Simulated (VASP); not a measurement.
SiC, 12 atoms in the cell. The structure is hexagonal, space group P6_3mc (No. 186). The conventional cell has a = 3.095 Å, b = 3.095 Å, c = 15.188 Å, α = 90.00°, β = 90.00°, γ = 120.00°. Within 2.5 Å of Si (site symmetry 3m) lie 4 C at 1.89 to 1.90 Å. Si (site symmetry 3m) has 4 C at 1.90 Å within 2.5 Å. Within 2.5 Å of Si (site symmetry 3m) lie 4 C at 1.89 to 1.90 Å. Within 2.5 Å of C (site symmetry 3m) lie 4 Si at 1.89 to 1.90 Å. Within 2.5 Å of C (site symmetry 3m) lie 4 Si at 1.90 Å. C (site symmetry 3m) has 4 Si at 1.89 to 1.90 Å within 2.5 Å. 

| Quantity | Value |
| --- | --- |
| Program | VASP 6.6.1 |
| Task | single point |
| Functional | r2SCAN |
| Potentials or basis | VASP PAW PBE potentials, release 64 (Si, C) |
| Cutoff | 520 eV |
| k mesh | 12 × 12 × 2 |
| Occupations | gaussian, width 0.02 eV |
| Spin | no spin polarisation |
| Dipole correction | no |
| Further INCAR settings | ALGO = Normal; EDIFF = 1e-07; NBANDS = 36 |

Potentials or basis: VASP PAW PBE potentials, release 64 (Si, C).

Run with:

```bash
$ cat potpaw_PBE.64/Si/POTCAR potpaw_PBE.64/C/POTCAR > POTCAR
$ cp INCAR.step1 INCAR
$ mpirun -np 1 vasp_std > vasp.out
$ cp INCAR.step2 INCAR
$ mpirun -np 1 vasp_std > vasp.out
```

Hardware: 1 thread of AMD EPYC 9R45 96-Core Processor (Zen 5) (shared host).

Q: How long does it take, and how much memory?

A: Run time: 7.6 min on 1 thread of AMD EPYC 9R45 96-Core Processor (Zen 5) (shared host), peak memory 0.31 GiB. Counts: k points 38.
